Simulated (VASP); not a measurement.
# Bi (Fm-3m) in VASP: single point with LDA

Aim: the single point of Bi with LDA.

Program: VASP 6.6.1. These are calculated values, not measurements. Logs are shortened: lines on timing, memory, paths and dates and some standing lists are left out, and cuts for length are marked.

### 1 The cell of the first run

The structure is cubic, space group Fm-3m (No. 225). The conventional cell has a = 4.906 Å, b = 4.906 Å, c = 4.906 Å, α = 90.00°, β = 90.00°, γ = 90.00°. Within 4.6 Å of Bi (site symmetry m-3m) lie 12 Bi at 3.47 Å.

### 2 Single point, LDA

INCAR

```
SYSTEM = Bi
  PREC = Accurate
  ENCUT = 520
  EDIFF = 1E-6
  ISMEAR = -1
  SIGMA = 0.13605693000000002
  LREAL = .FALSE.
  LASPH = .TRUE.
  NELM = 100
  ALGO = Normal
  ISIF = 2
  LWAVE = .FALSE.
  LCHARG = .TRUE.
  LELF = .TRUE.
  LVHAR = .TRUE.
  NBANDS = 14
```

KPOINTS

```
Automatic mesh
0
G
  12 12 12
  0 0 0
```

POSCAR

```
Bi
1.0
    0.0000000000      2.4528773635      2.4528773635
    2.4528773635      0.0000000000      2.4528773635
    2.4528773635      2.4528773635      0.0000000000
Bi
1
Direct
    0.0000000000      0.0000000000      0.0000000000
```

Potentials or basis: VASP PAW LDA potentials, release 64 (Bi_d).

Run with:

```console
cat potpaw_LDA.64/Bi_d/POTCAR > POTCAR
mpirun -np 1 vasp_std > vasp.out
```

OUTCAR:

```text
SYSTEM = Bi
   PREC = Accurate
   ENCUT = 520
   EDIFF = 1E-6
   ISMEAR = -1
   LREAL = .FALSE.
   LASPH = .TRUE.
   NELM = 100
   ISIF = 2

 ion  position               nearest neighbor table
   1  0.000  0.000  0.000-

  LATTYP: Found a face centered cubic cell.
 ALAT       =     4.9057547270

  Lattice vectors:

 A1 = (   0.0000000000,   2.4528773635,   2.4528773635)
 A2 = (   2.4528773635,   0.0000000000,   2.4528773635)
 A3 = (   2.4528773635,   2.4528773635,   0.0000000000)

Analysis of symmetry for initial positions (statically):
=====================================================================
 Subroutine PRICEL returns:
 Original cell was already a primitive cell.

 Routine SETGRP: Setting up the symmetry group for a
 face centered cubic supercell.

 Subroutine GETGRP returns: Found 48 space group operations
 (whereof 48 operations were pure point group operations)
 out of a pool of 48 trial point group operations.

The static configuration has the point symmetry O_h .

Analysis of symmetry for dynamics (positions and initial velocities):
=====================================================================
 Subroutine PRICEL returns:
 Original cell was already a primitive cell.

 Routine SETGRP: Setting up the symmetry group for a
 face centered cubic supercell.

 Subroutine GETGRP returns: Found 48 space group operations
 (whereof 48 operations were pure point group operations)
 out of a pool of 48 trial point group operations.

The dynamic configuration has the point symmetry O_h .

 Subroutine INISYM returns: Found 48 space group operations
 (whereof 48 operations are pure point group operations),
 and found     1 'primitive' translations

----------------------------------------------------------------------------------------

                                     Primitive cell

  volume of cell :      29.5160

  direct lattice vectors                    reciprocal lattice vectors
     0.000000000  2.452877363  2.452877363    -0.203842233  0.203842233  0.203842233
     2.452877363  0.000000000  2.452877363     0.203842233 -0.203842233  0.203842233
     2.452877363  2.452877363  0.000000000     0.203842233  0.203842233 -0.203842233

  length of vectors
     3.468892434  3.468892434  3.468892434     0.353065105  0.353065105  0.353065105

  position of ions in fractional coordinates (direct lattice)
     0.000000000  0.000000000  0.000000000

  ion indices of the primitive-cell ions
   primitive index   ion index
                 1           1

----------------------------------------------------------------------------------------

 KPOINTS: Automatic mesh

Automatic generation of k-mesh.
 Grid dimensions read from file:
 generate k-points for:   12   12   12

 Generating k-lattice:

  Cartesian coordinates                     Fractional coordinates (reciprocal lattice)
    -0.016986853  0.016986853  0.016986853     0.083333333  0.000000000  0.000000000
     0.016986853 -0.016986853  0.016986853     0.000000000  0.083333333  0.000000000
     0.016986853  0.016986853 -0.016986853     0.000000000  0.000000000  0.083333333

  Length of vectors
     0.029422092  0.029422092  0.029422092

  Shift w.r.t. Gamma in fractional coordinates (k-lattice)
     0.000000000  0.000000000  0.000000000

 Subroutine IBZKPT returns following result:
 ===========================================

 Found     72 irreducible k-points:

 Following reciprocal coordinates:
            Coordinates               Weight
  0.000000  0.000000  0.000000      1.000000
  0.083333  0.000000  0.000000      8.000000
  0.166667  0.000000  0.000000      8.000000
  0.250000  0.000000  0.000000      8.000000
  0.333333  0.000000  0.000000      8.000000
  0.416667  0.000000  0.000000      8.000000
[... 16 lines left out ...]
  0.500000  0.166667  0.000000     24.000000
 -0.416667  0.166667  0.000000     24.000000
 [... further k-points ...]
   k-points           NKPTS =     72   k-points in BZ     NKDIM =     72   number of bands    NBANDS=     14
   number of dos      NEDOS =    301   number of ions     NIONS =      1
   total plane-waves  NPLWV =  21952
   dimension x,y,z NGX =    28 NGY =   28 NGZ =   28
   dimension x,y,z NGXF=    56 NGYF=   56 NGZF=   56
   ions per type =               1
   NGX,Y,Z   is equivalent  to a cutoff of  13.42, 13.42, 13.42 a.u.
   NGXF,Y,Z  is equivalent  to a cutoff of  26.84, 26.84, 26.84 a.u.
 SYSTEM =  Bi
   PREC   = accura    normal or accurate (medium, high low for compatibility)
   ISTART =      0    job   : 0-new  1-cont  2-samecut
   ICHARG =      2    charge: 1-file 2-atom 10-const
   ISPIN  =      1    spin polarized calculation?
   LNONCOLLINEAR =      F non collinear calculations
   LSORBIT =      F    spin-orbit coupling
   LASPH  =      T    aspherical Exc in radial PAW
   ENCUT  =  520.0 eV  38.22 Ry    6.18 a.u.   6.45  6.45  6.45*2*pi/ulx,y,z
   NELM   =    100;   NELMIN=  2; NELMDL= -5     # of ELM steps
   EDIFF  = 0.1E-05   stopping-criterion for ELM
   LREAL  =      F    real-space projection
   EDIFFG = 0.1E-04   stopping-criterion for IOM
   NSW    =      0    number of steps for IOM
   IBRION =     -1    ionic relax: 0-MD 1-quasi-New 2-CG
   NFREE  =      0    steps in history (QN), initial steepest desc. (CG)
   ISIF   =      2    stress and relaxation
   ISYM   =      2    0-nonsym 1-usesym 2-fastsym
   POTIM  = 0.5000    time-step for ionic-motion
   TEBEG  =    0.0;   TEEND  =   0.0 temperature during run
   PSTRESS=    0.0 pullay stress
   NELECT =      15.0000    total number of electrons
   NUPDOWN=      -1.0000    fix difference up-down
   EMIN   =  10.00;   EMAX   =-10.00  energy-range for DOS
   EFERMI =   0.00;   METHOD = LEGACY
   ISMEAR =    -1;   SIGMA  =   0.14  broadening in eV -4-tet -1-fermi 0-gaus
   EFERMI_NEDOS =   21; number of points for ismear=-14 and -15
   IALGO  =     38    algorithm
   IMIX   =      4    mixing-type and parameters
     AMIX     =   0.40;   BMIX     =  1.00
     AMIX_MAG =   1.60;   BMIX_MAG =  1.00
  volume/ion in A,a.u.               =      29.52       199.18
  Fermi-wavevector in a.u.,A,eV,Ry     =   1.306430  2.468794 23.221864  1.706759
  Thomas-Fermi vector in A             =   2.437232
   LORBIT       =      0    0 simple, 1 ext, 2 COOP (PROOUT), +10 PAW based schemes
   GGA     = CA    functional components
   LHFCALC =     F    Hartree Fock is set to
   AEXX    =    0.0000 exact exchange contribution
   IVDW    =     0    specifies the selected vdW correction
   LEPSILON=     F    determine dielectric tensor
   LRPA    =     F    only Hartree local field effects (RPA)
 non-spin polarized calculation
  energy-cutoff  :      520.00
  volume of cell :       29.52
 maximum number of plane-waves:       821
 NGX is ok and might be reduce to    28
   NGX = 13   NGY = 13   NGZ = 13

 number of electron      15.0000000 magnetization

 Free energy of the ion-electron system (eV)
  ---------------------------------------------------
  ext. energy  EPLUGINS =         0.00000000
  ---------------------------------------------------
  free energy    TOTEN  =        -4.43053332 eV

  energy without entropy =       -4.39056369  energy(sigma->0) =       -4.41054850

 E-fermi :   8.4524     XC(G=0): -10.7860

 val. band max:        8.3943812466   @ k =   0.5000   0.2500   0.0833
 cond. band min:       8.4704513349   @ k =  -0.1667   0.2500   0.0833
 fundamental gap:      0.0760700883
 Fermi energy:         8.4524338395

 k-point     1 :       0.0000    0.0000    0.0000
  band No.  band energies     occupation
      1     -14.6388      2.00000
      2     -14.6388      2.00000
      3     -14.6388      2.00000
      4     -14.5519      2.00000
      5     -14.5519      2.00000
      6      -5.5619      2.00000
      7      13.6761      0.00000
      8      13.6761      0.00000
      9      13.6761      0.00000
     10      17.5273      0.00000
     11      18.0234      0.00000
     12      19.5649      0.00000
     13      19.5649      0.00000
     14      19.5649      0.00000

 k-point     2 :       0.0833    0.0000    0.0000
  band No.  band energies     occupation
      1     -14.6379      2.00000
      2     -14.6324      2.00000
      3     -14.6324      2.00000
      4     -14.5518      2.00000
      5     -14.5518      2.00000
      6      -5.4343      2.00000
      7      12.2687      0.00000
      8      13.5243      0.00000
      9      13.5243      0.00000
     10      17.0558      0.00000
     11      18.8092      0.00000
     12      19.8313      0.00000
     13      19.8313      0.00000
     14      21.0413      0.00000

 k-point     3 :       0.1667    0.0000    0.0000
  band No.  band energies     occupation
      1     -14.6359      2.00000
      2     -14.6198      2.00000
      3     -14.6198      2.00000
      4     -14.5469      2.00000
      5     -14.5469      2.00000
      6      -5.0552      2.00000
      7       9.7982      0.00010
      8      13.1523      0.00000
      9      13.1523      0.00000
     10      16.5321      0.00000
     11      20.1597      0.00000
     12      20.1918      0.00000
     13      20.2053      0.00000
     14      20.2053      0.00000
[... 324 lines left out ...]
 k-point    23 :       0.5000    0.1667    0.0000
  band No.  band energies     occupation
      1     -14.6490      2.00000
      2     -14.6014      2.00000
      3     -14.5875      2.00000
      4     -14.5044      2.00000
      5     -14.4614      2.00000
      6      -2.2703      2.00000
      7       3.6198      2.00000
      8       9.2572      0.00538
      9      10.8531      0.00000
     10      14.9865      0.00000
     11      19.2260      0.00000
     12      20.2720      0.00000
     13      21.5173      0.00000
     14      22.1293      0.00000

 k-point    24 :      -0.4167    0.1667    0.0000
  band No.  band energies     occupation
      1     -14.6416      2.00000
      2     -14.6007      2.00000
      3     -14.5909      2.00000
      4     -14.4929      2.00000
      5     -14.4747      2.00000
      6      -2.1488      2.00000
      7       3.4279      2.00000
      8       8.8361      0.11249
      9      11.2440      0.00000
     10      15.2418      0.00000
     11      18.8819      0.00000
     12      19.8480      0.00000
     13      22.4259      0.00000
     14      23.5250      0.00000

 [... further k-points ...]

------------------------ aborting loop because EDIFF is reached ----------------------------------------

  FORCE on cell =-STRESS in cart. coord.  units (eV):
  Direction    XX          YY          ZZ          XY          YZ          ZX
  --------------------------------------------------------------------------------------
  -------------------------------------------------------------------------------------
  Total        0.0134229      0.0134229      0.0134229      0.0000000      0.0000000      0.0000000
  in kB        0.7286189      0.7286189      0.7286189      0.0000000      0.0000000      0.0000000
  external PRESSURE =       0.7286189 kB  Pullay stress =       0.0000000 kB

 VOLUME and BASIS-vectors are now :
 -----------------------------------------------------------------------------
  energy-cutoff  :      520.00
  volume of cell :       29.52
      direct lattice vectors                 reciprocal lattice vectors
     0.000000000  2.452877363  2.452877363    -0.203842233  0.203842233  0.203842233
     2.452877363  0.000000000  2.452877363     0.203842233 -0.203842233  0.203842233
     2.452877363  2.452877363  0.000000000     0.203842233  0.203842233 -0.203842233

 POSITION                                       TOTAL-FORCE (eV/Angst)
 -----------------------------------------------------------------------------------
      0.00000      0.00000      0.00000         0.000000      0.000000      0.000000
 -----------------------------------------------------------------------------------
    total drift:                               -0.000000     -0.000000     -0.000000

  FREE ENERGIE OF THE ION-ELECTRON SYSTEM (eV)
  ---------------------------------------------------
  free  energy   TOTEN  =        -4.4305333187 eV

  energy  without entropy=       -4.3905636861  energy(sigma->0) =       -4.41054850
```

It took 11 s on 1 thread of Intel Xeon 6975P-C (Granite Rapids), shared host; peak memory 0.15 GiB.

What came out:

- Free energy: -4.4305 eV
- Pressure: 0.1 GPa

Caveat: spin-orbit coupling is left out, which moves the levels of the heavy elements.
